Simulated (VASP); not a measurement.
Li3Ta2O, 6 atoms in the cell. Symmetry: P-3m1, No. 164, trigonal system. Conventional cell: a = 3.372 Å, b = 3.372 Å, c = 8.290 Å, α = 90.00°, β = 90.00°, γ = 120.00°. Li (site symmetry -3m) has 6 Ta at 2.42 Å within 3.2 Å. Within 3.2 Å of Li (site symmetry 3m) lie 3 O at 2.32 Å and 3 Ta at 2.43 Å and 3 Li at 3.18 Å. Ta (site symmetry 3m) has 6 Li at 2.42 to 2.43 Å within 3.2 Å. O (site symmetry -3m) has 6 Li at 2.32 Å within 3.1 Å. The cell was generated, and may not be a known phase.

```yaml
Program: VASP 6.6.1
Task: single point
Functional: PBE
Potentials_or_basis: VASP PAW PBE potentials, release 64 (Li_sv, Ta_pv, O)
Cutoff: 520 eV
k_mesh: 6 × 6 × 2
Occupations: gaussian, width 0.1 eV
Spin: collinear spin
Starting_moments: "[0.0, 0.0, 0.0, 1.0, 1.0, 0.0] μB"
Dipole_correction: no
Further_INCAR_settings: ALGO = Normal; EDIFF = 1e-06; NBANDS = 32
```

Potentials or basis: VASP PAW PBE potentials, release 64 (Li_sv, Ta_pv, O).

The run is started by

```sh
$ cat potpaw_PBE.64/Li_sv/POTCAR potpaw_PBE.64/Ta_pv/POTCAR potpaw_PBE.64/O/POTCAR > POTCAR
$ mpirun -np 1 vasp_std > vasp.out
```

Hardware: 1 thread of Intel Xeon 8259CL (shared host).

**Question.** How long does it take, and how much memory?

**Answer.** Wall time 2.7 min on 1 thread of Intel Xeon 8259CL, on a shared host, peak memory 0.28 GiB. Counts: scf iterations 16, k points 14.
